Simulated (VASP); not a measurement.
# MgO (Fm-3m) in VASP: single point with PBEsol

Aim: the single point of MgO with PBEsol.

All numbers are computed with VASP 6.6.1; they aren't measurements. Logs are shortened: lines on timing, memory, paths and dates and some standing lists are left out, and cuts for length are marked.

## (1) The cell of the first run

The structure is cubic, space group Fm-3m (No. 225). The conventional cell has a = 4.214 Å, b = 4.214 Å, c = 4.214 Å, α = 90.00°, β = 90.00°, γ = 90.00°. O (site symmetry m-3m) has 6 Mg at 2.11 Å within 2.8 Å. Within 2.8 Å of Mg (site symmetry m-3m) lie 6 O at 2.11 Å.

## (2) Single point, PBEsol

INCAR

```
SYSTEM = MgO
ALGO = Normal
EDIFF = 1E-6
ENCUT = 520
GGA = PS
ISIF = 2
ISMEAR = -1
LASPH = .True.
LCHARG = .True.
LELF = .True.
LREAL = Auto
LVHAR = .True.
LWAVE = .False.
NBANDS = 326
NELM = 100
PREC = Accurate
SIGMA = 0.05
```

KPOINTS

```
k-points
0
Gamma
  1 1 1
  0 0 0
```

POSCAR

```
MgO
1.0
    0.0000000000      8.4288080000      8.4288080000
    8.4288080000      0.0000000000      8.4288080000
    8.4288080000      8.4288080000      0.0000000000
O Mg
64 64
Direct
    0.3750000000      0.1250000000      0.1250000000
    0.8750000000      0.1250000000      0.1250000000
    0.1250000000      0.3750000000      0.3750000000
    0.3750000000      0.6250000000      0.1250000000
    0.3750000000      0.1250000000      0.6250000000
    0.6250000000      0.3750000000      0.3750000000
[... 120 lines left out ...]
    0.0000000000      0.7500000000      0.7500000000
    0.5000000000      0.7500000000      0.7500000000
```

Potentials or basis: VASP PAW PBE potentials, release 64 (O, Mg).

The run is started by

```sh
> cat potpaw_PBE.64/O/POTCAR potpaw_PBE.64/Mg/POTCAR > POTCAR
> mpirun -np 1 vasp_gam > vasp.out
```

OUTCAR:

```text
SYSTEM = MgO
   EDIFF = 1E-6
   ENCUT = 520
   GGA = PS
   ISIF = 2
   ISMEAR = -1
   LASPH = .True.
   LREAL = Auto
   NELM = 100
   PREC = Accurate

 ion  position               nearest neighbor table
   1  0.375  0.125  0.125-  66 2.11  69 2.11  82 2.11  83 2.11  98 2.11  99 2.11
   2  0.875  0.125  0.125-  65 2.11  72 2.11  81 2.11  84 2.11  97 2.11 100 2.11
   3  0.125  0.375  0.375-  69 2.11  73 2.11  85 2.11  88 2.11 102 2.11 103 2.11
   4  0.375  0.625  0.125-  70 2.11  74 2.11  86 2.11  89 2.11 103 2.11 104 2.11
   5  0.375  0.125  0.625-  71 2.11  75 2.11  88 2.11  91 2.11 105 2.11 106 2.11
   6  0.625  0.375  0.375-  72 2.11  76 2.11  89 2.11  92 2.11 106 2.11 107 2.11
[... 155 lines left out ...]
                            74 2.98  75 2.98  81 2.98  82 2.98  86 2.98  91 2.98  97 2.98  98 2.98
 114  0.750  0.000  0.000-  24 2.11  28 2.11  42 2.11  43 2.11  50 2.11  64 2.11  65 2.98  66 2.98
                            77 2.98  78 2.98  83 2.98  84 2.98  87 2.98  90 2.98  99 2.98 100 2.98
 115  0.000  0.250  0.250-  17 2.11  20 2.11  33 2.11  36 2.11  49 2.11  56 2.11  67 2.98  68 2.98
                            69 2.98  72 2.98  81 2.98  82 2.98  85 2.98  92 2.98  97 2.98  98 2.98
 116  0.250  0.500  0.000-  17 2.11  30 2.11  34 2.11  45 2.11  51 2.11  59 2.11  67 2.98  69 2.98
                            70 2.98  79 2.98  82 2.98  85 2.98  86 2.98  95 2.98  99 2.98 101 2.98
 117  0.250  0.000  0.500-  18 2.11  29 2.11  33 2.11  46 2.11  52 2.11  58 2.11  68 2.98  69 2.98
                            71 2.98  79 2.98  83 2.98  87 2.98  88 2.98  94 2.98  98 2.98 102 2.98
 118  0.500  0.250  0.250-  18 2.11  19 2.11  34 2.11  35 2.11  50 2.11  53 2.11  69 2.98  70 2.98
                            71 2.98  72 2.98  83 2.98  84 2.98  88 2.98  89 2.98  99 2.98 100 2.98
 119  0.750  0.500  0.000-  19 2.11  32 2.11  36 2.11  47 2.11  54 2.11  62 2.11  67 2.98  70 2.98
                            72 2.98  80 2.98  84 2.98  89 2.98  90 2.98  93 2.98  97 2.98 104 2.98
 120  0.750  0.000  0.500-  20 2.11  31 2.11  35 2.11  48 2.11  55 2.11  61 2.11  68 2.98  71 2.98
                            72 2.98  80 2.98  81 2.98  91 2.98  92 2.98  96 2.98 100 2.98 106 2.98
 121  0.000  0.750  0.250-  21 2.11  27 2.11  37 2.11  42 2.11  51 2.11  61 2.11  65 2.98  73 2.98
                            74 2.98  77 2.98  81 2.98  85 2.98  86 2.98  96 2.98 100 2.98 101 2.98
 122  0.000  0.250  0.750-  22 2.11  28 2.11  39 2.11  44 2.11  52 2.11  62 2.11  65 2.98  73 2.98
                            75 2.98  78 2.98  84 2.98  87 2.98  88 2.98  93 2.98  97 2.98 102 2.98
 123  0.250  0.500  0.500-  22 2.11  23 2.11  37 2.11  40 2.11  53 2.11  57 2.11  73 2.98  74 2.98
                            75 2.98  76 2.98  88 2.98  89 2.98  93 2.98  94 2.98 103 2.98 106 2.98
 124  0.500  0.750  0.250-  23 2.11  24 2.11  38 2.11  41 2.11  54 2.11  58 2.11  66 2.98  74 2.98
                            76 2.98  77 2.98  83 2.98  89 2.98  90 2.98  94 2.98  98 2.98 104 2.98
 125  0.500  0.250  0.750-  25 2.11  26 2.11  40 2.11  43 2.11  55 2.11  59 2.11  66 2.98  75 2.98
                            76 2.98  78 2.98  82 2.98  91 2.98  92 2.98  95 2.98  99 2.98 106 2.98
 126  0.750  0.500  0.500-  26 2.11  27 2.11  41 2.11  44 2.11  56 2.11  60 2.11  73 2.98  76 2.98
                            77 2.98  78 2.98  85 2.98  92 2.98  95 2.98  96 2.98 102 2.98 107 2.98
 127  0.000  0.750  0.750-  29 2.11  32 2.11  45 2.11  48 2.11  57 2.11  64 2.11  67 2.98  68 2.98
                            79 2.98  80 2.98  87 2.98  90 2.98  93 2.98  94 2.98 101 2.98 108 2.98
 128  0.500  0.750  0.750-  30 2.11  31 2.11  46 2.11  47 2.11  60 2.11  63 2.11  70 2.98  71 2.98
                            79 2.98  80 2.98  86 2.98  91 2.98  95 2.98  96 2.98 104 2.98 105 2.98

  LATTYP: Found a face centered cubic cell.
 ALAT       =    16.8576160000

  Lattice vectors:

 A1 = (   0.0000000000,   8.4288080000,   8.4288080000)
 A2 = (   8.4288080000,   0.0000000000,   8.4288080000)
 A3 = (   8.4288080000,   8.4288080000,   0.0000000000)

Analysis of symmetry for initial positions (statically):
=====================================================================
 Subroutine PRICEL returns following result:

  LATTYP: Found a face centered cubic cell.
 ALAT       =     4.2144040000

  Lattice vectors:

 A1 = (   0.0000000000,   2.1072020000,   2.1072020000)
 A2 = (   2.1072020000,   0.0000000000,   2.1072020000)
 A3 = (   2.1072020000,   2.1072020000,   0.0000000000)

  64 primitive cells build up your supercell.

 Routine SETGRP: Setting up the symmetry group for a
 face centered cubic supercell.

 Subroutine GETGRP returns: Found 48 space group operations
 (whereof 48 operations were pure point group operations)
 out of a pool of 48 trial point group operations.

The static configuration has the point symmetry O_h .

Analysis of symmetry for dynamics (positions and initial velocities):
=====================================================================
 Subroutine PRICEL returns following result:

  LATTYP: Found a face centered cubic cell.
 ALAT       =     4.2144040000

  Lattice vectors:

 A1 = (   0.0000000000,   2.1072020000,   2.1072020000)
 A2 = (   2.1072020000,   0.0000000000,   2.1072020000)
 A3 = (   2.1072020000,   2.1072020000,   0.0000000000)

  64 primitive cells build up your supercell.

 Routine SETGRP: Setting up the symmetry group for a
 face centered cubic supercell.

 Subroutine GETGRP returns: Found 48 space group operations
 (whereof 48 operations were pure point group operations)
 out of a pool of 48 trial point group operations.

The dynamic configuration has the point symmetry O_h .

 Subroutine INISYM returns: Found 48 space group operations
 (whereof 48 operations are pure point group operations),
 and found    64 'primitive' translations

----------------------------------------------------------------------------------------

                                     Primitive cell

  volume of cell :      18.7132

  direct lattice vectors                    reciprocal lattice vectors
     0.000000000  2.107202000  2.107202000    -0.237281476  0.237281476  0.237281476
     2.107202000  0.000000000  2.107202000     0.237281476 -0.237281476  0.237281476
     2.107202000  2.107202000  0.000000000     0.237281476  0.237281476 -0.237281476

  length of vectors
     2.980033647  2.980033647  2.980033647     0.410983571  0.410983571  0.410983571

  position of ions in fractional coordinates (direct lattice)
     0.500000000  0.500000000  0.500000000
     0.000000000  0.000000000  0.000000000

  ion indices of the primitive-cell ions
   primitive index   ion index
                 1           1
                 2         113

----------------------------------------------------------------------------------------

 KPOINTS: k-points

Automatic generation of k-mesh.
 Grid dimensions read from file:
 generate k-points for:    1    1    1

 Generating k-lattice:

  Cartesian coordinates                     Fractional coordinates (reciprocal lattice)
    -0.059320369  0.059320369  0.059320369     1.000000000  0.000000000  0.000000000
     0.059320369 -0.059320369  0.059320369     0.000000000  1.000000000  0.000000000
     0.059320369  0.059320369 -0.059320369     0.000000000  0.000000000  1.000000000

  Length of vectors
     0.102745893  0.102745893  0.102745893

  Shift w.r.t. Gamma in fractional coordinates (k-lattice)
     0.000000000  0.000000000  0.000000000

 Subroutine IBZKPT returns following result:
 ===========================================

 Found      1 irreducible k-points:

 Following reciprocal coordinates:
            Coordinates               Weight
  0.000000  0.000000  0.000000      1.000000
   k-points           NKPTS =      1   k-points in BZ     NKDIM =      1   number of bands    NBANDS=    326
   number of dos      NEDOS =    301   number of ions     NIONS =    128
   total plane-waves  NPLWV = 729000
   dimension x,y,z NGX =    90 NGY =   90 NGZ =   90
   dimension x,y,z NGXF=   180 NGYF=  180 NGZF=  180
   ions per type =              64  64
   NGX,Y,Z   is equivalent  to a cutoff of  12.55, 12.55, 12.55 a.u.
   NGXF,Y,Z  is equivalent  to a cutoff of  25.10, 25.10, 25.10 a.u.
 SYSTEM =  MgO
   PREC   = accura    normal or accurate (medium, high low for compatibility)
   ISTART =      0    job   : 0-new  1-cont  2-samecut
   ICHARG =      2    charge: 1-file 2-atom 10-const
   ISPIN  =      1    spin polarized calculation?
   LNONCOLLINEAR =      F non collinear calculations
   LSORBIT =      F    spin-orbit coupling
   LASPH  =      T    aspherical Exc in radial PAW
   ENCUT  =  520.0 eV  38.22 Ry    6.18 a.u.  22.16 22.16 22.16*2*pi/ulx,y,z
   NELM   =    100;   NELMIN=  2; NELMDL= -5     # of ELM steps
   EDIFF  = 0.1E-05   stopping-criterion for ELM
   LREAL  =      T    real-space projection
   EDIFFG = 0.1E-04   stopping-criterion for IOM
   NSW    =      0    number of steps for IOM
   IBRION =     -1    ionic relax: 0-MD 1-quasi-New 2-CG
   NFREE  =      0    steps in history (QN), initial steepest desc. (CG)
   ISIF   =      2    stress and relaxation
   ISYM   =      2    0-nonsym 1-usesym 2-fastsym
   POTIM  = 0.5000    time-step for ionic-motion
   TEBEG  =    0.0;   TEEND  =   0.0 temperature during run
   PSTRESS=    0.0 pullay stress
   NELECT =     512.0000    total number of electrons
   NUPDOWN=      -1.0000    fix difference up-down
   EMIN   =  10.00;   EMAX   =-10.00  energy-range for DOS
   EFERMI =   0.00;   METHOD = LEGACY
   ISMEAR =    -1;   SIGMA  =   0.05  broadening in eV -4-tet -1-fermi 0-gaus
   EFERMI_NEDOS =   21; number of points for ismear=-14 and -15
   IALGO  =     38    algorithm
   IMIX   =      4    mixing-type and parameters
     AMIX     =   0.40;   BMIX     =  1.00
     AMIX_MAG =   1.60;   BMIX_MAG =  1.00
  volume/ion in A,a.u.               =       9.36        63.14
  Fermi-wavevector in a.u.,A,eV,Ry     =   1.233262  2.330527 20.693577  1.520935
  Thomas-Fermi vector in A             =   2.367999
   LORBIT       =      0    0 simple, 1 ext, 2 COOP (PROOUT), +10 PAW based schemes
   GGA     = PS    functional components
   LHFCALC =     F    Hartree Fock is set to
   AEXX    =    0.0000 exact exchange contribution
   IVDW    =     0    specifies the selected vdW correction
   LEPSILON=     F    determine dielectric tensor
   LRPA    =     F    only Hartree local field effects (RPA)
 non-spin polarized calculation
  energy-cutoff  :      520.00
  volume of cell :     1197.65
 maximum number of plane-waves:     16156
 NGX is ok and might be reduce to    90
   NGX = 45   NGY = 45   NGZ = 45

 number of electron     511.9999764 magnetization

 Free energy of the ion-electron system (eV)
  ---------------------------------------------------
  ext. energy  EPLUGINS =         0.00000000
  ---------------------------------------------------
  free energy    TOTEN  =      -799.96346096 eV

  energy without entropy =     -799.96346096  energy(sigma->0) =     -799.96346096

 E-fermi :   4.3902     XC(G=0): -11.2995

 val. band max:        3.0706515109   @ k =   0.0000   0.0000   0.0000
 cond. band min:       7.6795466153   @ k =   0.0000   0.0000   0.0000
 fundamental gap:      4.6088951044
 Fermi energy:         4.3901973867

 k-point     1 :       0.0000    0.0000    0.0000
  band No.  band energies     occupation
      1     -14.1290      2.00000
      2     -13.5303      2.00000
      3     -13.5303      2.00000
      4     -13.5303      2.00000
      5     -13.5303      2.00000
      6     -13.5303      2.00000
[... 260 lines left out ...]
    267      10.7931      0.00000
    268      10.7931      0.00000
 [bands above 268 left out]

------------------------ aborting loop because EDIFF is reached ----------------------------------------

  FORCE on cell =-STRESS in cart. coord.  units (eV):
  Direction    XX          YY          ZZ          XY          YZ          ZX
  --------------------------------------------------------------------------------------
  -------------------------------------------------------------------------------------
  Total       -3.7964038     -3.7964038     -3.7964038      0.0000000     -0.0000000      0.0000000
  in kB       -5.0787228     -5.0787228     -5.0787228      0.0000000     -0.0000000      0.0000000
  external PRESSURE =      -5.0787228 kB  Pullay stress =       0.0000000 kB

 VOLUME and BASIS-vectors are now :
 -----------------------------------------------------------------------------
  energy-cutoff  :      520.00
  volume of cell :     1197.65
      direct lattice vectors                 reciprocal lattice vectors
     0.000000000  8.428808000  8.428808000    -0.059320369  0.059320369  0.059320369
     8.428808000  0.000000000  8.428808000     0.059320369 -0.059320369  0.059320369
     8.428808000  8.428808000  0.000000000     0.059320369  0.059320369 -0.059320369

 POSITION                                       TOTAL-FORCE (eV/Angst)
 -----------------------------------------------------------------------------------
      2.10720      4.21440      4.21440        -0.000000      0.000000     -0.000000
      2.10720      8.42881      8.42881        -0.000000      0.000000     -0.000000
      6.32161      4.21440      4.21440        -0.000000      0.000000     -0.000000
      6.32161      4.21440      8.42881        -0.000000     -0.000000     -0.000000
      6.32161      8.42881      4.21440         0.000000      0.000000      0.000000
      6.32161      8.42881      8.42881        -0.000000     -0.000000      0.000000
[... 120 lines left out ...]
     12.64321      6.32161      6.32161         0.000000      0.000000      0.000000
     12.64321     10.53601     10.53601        -0.000000      0.000000     -0.000000
 -----------------------------------------------------------------------------------
    total drift:                                0.000000      0.000000      0.000000

  FREE ENERGIE OF THE ION-ELECTRON SYSTEM (eV)
  ---------------------------------------------------
  free  energy   TOTEN  =      -799.9634609558 eV

  energy  without entropy=     -799.9634609558  energy(sigma->0) =     -799.96346096
```

Wall time 16 min (1 thread of AMD EPYC 7R13 (Zen 3), shared host); peak memory 1.3 GiB.

Results:

- Free energy: -799.9635 eV
- Pressure: -0.5 GPa
- Band gap on the k mesh: 4.61 eV

Caveat: the k points lie up to 0.65 Å⁻¹ apart; the PAW data sets were made with another functional, which shifts forces and pressure a little. A k mesh can miss the band edges.
